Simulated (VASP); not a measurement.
The system is BaTiO3.

```
CELL_PARAMETERS angstrom
2.82767 1.63255 2.31773
-2.82767 1.63255 2.31773
0.00000 -3.26511 2.31773
ATOMIC_POSITIONS crystal
Ba 0.03347 0.98847 0.00184
Ti 0.50610 0.52748 0.53723
O 0.48625 0.49715 0.97115
O 0.47409 0.98642 0.47201
O 0.97879 0.47918 0.49647
```

```yaml
Program: VASP 6.6.1
Task: relaxation of cell and atoms
Functional: PBEsol
Potentials_or_basis: VASP PAW PBE potentials, release 64 (Ba_sv, Ti_sv, O)
Cutoff: 600 eV
k_mesh: 6 × 6 × 6
Occupations: fermi-dirac, width 0.05 eV
Spin: no spin polarisation
```

At the start: pressure 5.0 GPa; volume 12.84 Å³/atom.

How do energy, volume and symmetry change on relaxing?

Over 15 steps the energy falls by 50.3 meV/atom and the volume is 12.85 Å³/atom (+0.1 %); space group P1 (No. 1, to 0.1 Å) before, R3m (No. 160, to 0.1 Å).

Step by step:
| step | energy change (eV) | largest force (eV/Å) | pressure (GPa) | volume (Å³) |
| --- | --- | --- | --- | --- |
| 1 | 0.0000 | 2.2318 | 4.99 | 64.20 |
| 2 | -0.0725 | 0.7507 | -8.37 | 67.96 |
| 3 | -0.1508 | 0.7914 | -3.25 | 66.15 |
| 4 | -0.2186 | 0.4390 | 0.46 | 64.55 |
| 5 | -0.2213 | 0.3500 | 1.49 | 64.17 |
| 6 | -0.2461 | 0.1339 | -0.26 | 64.54 |
| 7 | -0.2469 | 0.1257 | -0.63 | 64.63 |
| 8 | -0.2499 | 0.1166 | 0.35 | 64.21 |
| 9 | -0.2499 | 0.1175 | 0.44 | 64.18 |
| 10 | -0.2511 | 0.0481 | -0.19 | 64.31 |
| 11 | -0.2511 | 0.0469 | -0.17 | 64.30 |
| 12 | -0.2515 | 0.0306 | 0.03 | 64.21 |
| 13 | -0.2515 | 0.0311 | 0.11 | 64.18 |
| 14 | -0.2517 | 0.0209 | -0.06 | 64.23 |
| 15 | -0.2517 | 0.0194 | -0.10 | 64.24 |

Final structure:
```
CELL_PARAMETERS angstrom
2.83226 1.63292 2.32103
-2.81661 1.62465 2.30776
0.00080 -3.27591 2.32756
ATOMIC_POSITIONS crystal
Ba 0.00193 0.00007 0.00268
Ti 0.51439 0.51019 0.51596
O 0.49062 0.49149 0.98128
O 0.48950 0.98588 0.48885
O 0.98225 0.49107 0.48993
```

Caveat: the PAW data sets were made with another functional, which shifts forces and pressure a little.
